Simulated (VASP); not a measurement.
Input of a VASP 6.6.1 run:

INCAR

```
PREC = Accurate
ENCUT = 600
EDIFF = 1E-6
ISMEAR = 0
SIGMA = 0.02
LREAL = False
LASPH = True
NELM = 100
ALGO = Normal
ISIF = 3
LWAVE = False
LCHARG = False
GGA = PE
IVDW = 12
IBRION = 2
NSW = 70
EDIFFG = -0.005
```

Contents of KPOINTS:

```
Automatic mesh
0
Gamma
  10 10 10
```

File POSCAR:

```
InP
1.0
    0.0000000000      2.9800342118      2.9800342118
    2.9800342118      0.0000000000      2.9800342118
    2.9800342118      2.9800342118      0.0000000000
In P
1 1
Direct
    0.0000000000      0.0000000000      0.0000000000
    0.2500000000      0.2500000000      0.2500000000
```

Potentials or basis: VASP PAW PBE potentials, release 64 (In_d, P).

Run with:

```sh
$ cat potpaw_PBE.64/In_d/POTCAR potpaw_PBE.64/P/POTCAR > POTCAR
$ mpirun -np 1 vasp_std > vasp.out
```

(1) Estimate the dispersion energy per atom.

(2) What does it give for the band gap on the k mesh?

(3) Predict the relaxed volume.

Results:

(1) -0.308 eV.

(2) 0.62 eV, direct.

(3) 25.58 Å³/atom.

Caveat: spin-orbit coupling is left out, which moves the levels of the heavy elements.
